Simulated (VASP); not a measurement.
A run of VASP 6.6.1:

Contents of POSCAR:

```
AlGa2P3
1.0
    3.8996127219      0.0000000000      0.0000000000
   -1.9498063609      3.3771636821      0.0000000000
    0.0000000000      0.0000000000      9.5524672386
Al Ga P
1 2 3
Direct
    0.0000000000      0.0000000000     -0.0003012043
    0.6666666667      0.3333333333      0.6662995628
    0.3333333333      0.6666666667      0.3338614991
    0.6666666667      0.3333333333      0.9166244678
    0.3333333333      0.6666666667      0.5832781657
    0.0000000000      0.0000000000      0.2502375087
```

Contents of INCAR.step1:

```
SYSTEM = AlGa2P3
PREC = Accurate
ENCUT = 550
ISMEAR = 0
SIGMA = 0.01
LREAL = .False.
LASPH = .True.
NELM = 120
NBANDS = 31
GGA = PE
ALGO = Normal
EDIFF = 1E-5
LWAVE = .True.
LCHARG = .False.
GGA_COMPAT = .False.
```

INCAR.step2

```
SYSTEM = AlGa2P3
PREC = Accurate
ENCUT = 550
EDIFF = 1E-6
ISMEAR = 0
SIGMA = 0.01
LREAL = .False.
LASPH = .True.
NELM = 120
ALGO = Normal
ISIF = 2
LWAVE = .False.
LCHARG = .False.
METAGGA = R2SCAN
LMIXTAU = .True.
NBANDS = 31
ISTART = 1
GGA_COMPAT = .False.
```

The input KPOINTS:

```
regular mesh
0
Gamma
  6 6 2
  0 0 0
```

Potentials or basis: VASP PAW PBE potentials, release 64 (Al, Ga_d, P).

Launch:

```console
$ cat potpaw_PBE.64/Al/POTCAR potpaw_PBE.64/Ga_d/POTCAR potpaw_PBE.64/P/POTCAR > POTCAR
$ cp INCAR.step1 INCAR
$ mpirun -np 1 vasp_std > vasp.out
$ cp INCAR.step2 INCAR
$ mpirun -np 1 vasp_std > vasp.out
```

Hardware: 1 thread of Intel(R) Xeon(R) 6975P-C (Granite Rapids), with other jobs on the host.

**Question.** Estimate the wall time of this run.

**Answer.** Run time: 4.2 min on 1 thread of Intel(R) Xeon(R) 6975P-C (Granite Rapids), on a shared host, peak memory 0.3 GiB. Counts: k points 14.
